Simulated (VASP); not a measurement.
Here is a VASP 6.6.1 calculation.

The input INCAR:

```
PREC     = Accurate       # precision mode
ENCUT    = 500            # plane-wave cutoff, eV
EDIFF    = 1E-6           # SCF threshold, eV
ISMEAR   = 0              # smearing method
SIGMA    = 0.15           # smearing width, eV
LREAL    = F              # projectors in reciprocal space
LASPH    = T              # aspherical terms in the spheres
NELM     = 120            # most SCF steps
ALGO     = Normal         # electronic algorithm
ISIF     = 2              # what is computed and relaxed
LWAVE    = F              # write WAVECAR
LCHARG   = F              # write CHGCAR
GGA      = CA             # functional
NBANDS   = 21             # bands
GGA_COMPAT= F
```

The input KPOINTS:

```
Automatic mesh
0
Gamma
  16 16 12
```

POSCAR

```
W
1.0
    0.0000000000     -1.9864787844     -1.9864787844
    0.0000000000      1.9864787844     -1.9864787844
    3.9729575688      0.0000000000      0.0000000000
W
2
Direct
    0.5203374938      0.4796625062      0.4828842874
   -0.0203374938      0.0203374938      0.0171157126
```

Potentials or basis: VASP PAW LDA potentials, release 64 (W_sv).

Launch:

```console
$ cat potpaw_LDA.64/W_sv/POTCAR > POTCAR
$ mpirun -np 1 vasp_std > vasp.out
```

(1) Predict the pressure.

(2) What does it give for the band gap on the k mesh?

Answers

(1) 5.8 GPa.

(2) zero (bands 14 and 15 overlap by 3.99 eV).

Caveat: the cell differs from its parent crystal (atoms displaced along a vibrational mode); the cell stands under pressure; spin-orbit coupling is left out, which moves the levels of the heavy elements; forces of over 1 eV/Å act on the atoms, so gaps and moduli don't describe the material at rest.
